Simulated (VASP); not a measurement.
# ZrSi2: single point with PBE

Crystal: ZrSi2.

```
Zr Si
1.0
    -2.01459    3.05065    4.05159
     2.01459   -3.05065    4.05159
     2.01459    3.05065   -4.05159
Zr Si
2 4
Cartesian
  2.0146 1.5253 -0.6905
  0.0000 1.5253 4.7421
  2.0146 0.3473 2.8772
  0.0000 2.7033 1.1744
  0.0000 0.3473 1.1744
  2.0146 2.7033 2.8772
```

| Item | Value |
| --- | --- |
| Program | VASP 6.6.1 |
| Task | single point |
| Functional | PBE |
| Potentials or basis | VASP PAW PBE potentials, release 64 (Zr_sv, Si) |
| Cutoff | 520 eV |
| k mesh | 5 × 5 × 5 |
| Occupations | gaussian, width 0.2 eV |
| Spin | no spin polarisation |

```json
{"Pressure": "-0.1 GPa", "Largest force": "0.062 eV/Å", "Band gap on the k mesh": "zero (band 20 reaches 10.52 eV, above the bottom of band 21 at 9.67 eV)"}
```

Forces on the atoms (eV/Å):
```
Zr   0.000  0.000 -0.006
Zr   0.000  0.000  0.006
Si   0.000 -0.035  0.051
Si   0.000  0.035 -0.051
Si   0.000 -0.035 -0.051
Si   0.000  0.035  0.051
```

Stress tensor (GPa, compression positive):
```
 0.13  0.00  0.00
 0.00 -0.60  0.00
 0.00  0.00  0.25
```

Levels at points of the mesh, in eV from the Fermi level:
| k point | band 16 | band 17 | band 18 | band 19 | band 20 | band 21 | band 22 | band 23 | band 24 | band 25 |
| --- | --- | --- | --- | --- | --- | --- | --- | --- | --- | --- |
| (0.00, 0.00, 0.00) | -3.75 | -3.63 | -1.17 | -1.14 | -0.75 | 1.41 | 1.77 | 2.02 | 2.03 | 2.40 |

Wall time 52 s on 1 thread of Intel(R) Xeon(R) 6975P-C (Granite Rapids), with other jobs on the host, peak memory 0.28 GiB.

Caveat: the k points lie up to 0.37 Å⁻¹ apart.
